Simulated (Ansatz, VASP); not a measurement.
One calculation of InP, two programs

Contents of POSCAR:

```
InP
1.0
    0.0000000000      3.0184150000      2.9305000000
    3.0184150000      0.0000000000      2.9305000000
    3.0184150000      3.0184150000      0.0000000000
In P
1 1
Direct
    0.0000000000      0.0000000000      0.0000000000
    0.7500000000      0.7500000000      0.7500000000
```

File INCAR.step1:

```
ALGO     = Normal         # electronic algorithm
EDIFF    = 1E-4           # SCF threshold, eV
ENCUT    = 520            # plane-wave cutoff, eV
GGA      = PE             # functional
ISMEAR   = 0              # smearing method
LASPH    = T              # aspherical terms in the spheres
LCHARG   = F              # write CHGCAR
LREAL    = F              # projectors in reciprocal space
LWAVE    = T              # write WAVECAR
NBANDS   = 16             # bands
NELM     = 80             # most SCF steps
PREC     = Accurate       # precision mode
SIGMA    = 0.05           # smearing width, eV
```

The input INCAR.step2:

```
ALGO     = Normal         # electronic algorithm
EDIFF    = 1E-6           # SCF threshold, eV
ENCUT    = 520            # plane-wave cutoff, eV
ISIF     = 2              # what is computed and relaxed
ISMEAR   = 0              # smearing method
ISTART   = 1            
LASPH    = T              # aspherical terms in the spheres
LCHARG   = T              # write CHGCAR
LELF     = T              # ELF
LMIXTAU  = T            
LREAL    = F              # projectors in reciprocal space
LVHAR    = T            
LWAVE    = F              # write WAVECAR
METAGGA  = R2SCAN         # meta-GGA
NBANDS   = 16             # bands
NELM     = 80             # most SCF steps
PREC     = Accurate       # precision mode
SIGMA    = 0.05           # smearing width, eV
```

Contents of KPOINTS:

```
k-points
0
Gamma
  8 8 8
```

Input for Ansatz:

```yaml
crystal:
  lattice:
    - [0.0, 3.018415, 2.9305]
    - [3.018415, 0.0, 2.9305]
    - [3.018415, 3.018415, 0.0]
  atoms:
    - { symbol: In, position: [0.0, 0.0, 0.0] }
    - { symbol: P, position: [0.75, 0.75, 0.75] }
basis:
  ecutwfc: 500
kpoints:
  mp_grid: { grid: [8, 8, 8] }
hamiltonian:
  xc: r2scan
scf:
  occupations: { method: gaussian, width: 0.05 }
output:
  forces: true
  stress: true
  eigenvalues: true
  write_density: true
  write_potential: true
  elf: true
  volumetric_format: npy
```

Change from the starting cell: strain +0.030 along x and y, +0.000 along z, atoms carried along.

Alike in both runs: task single point; functional r2SCAN; k mesh 8 × 8 × 8; occupations gaussian, width 0.05 eV; no spin polarisation.

```csv
,VASP,Ansatz
version,VASP 6.6.1,Ansatz 0.2.0
potentials or method,"VASP PAW PBE potentials, release 64 (In_d, P), cutoff 520 eV","scalar-relativistic, plane waves, PAW"
valence electrons in the cell,18,18
```

|  | VASP | Ansatz | Ansatz less VASP |
| --- | --- | --- | --- |
| gap on the k mesh at the Fermi level (eV) | 0.73 | 0.73 | -0.002 |
| least direct gap on the mesh (eV) | 0.73 | 0.73 | -0.002 |
| pressure (GPa) | -2.4 | -2.3 | +0.09 |
| traceless stress, the component that is largest in VASP (GPa) | 0.85 | 0.85 | -0.007 |

VASP's potentials were made for PBE, not for r2SCAN.
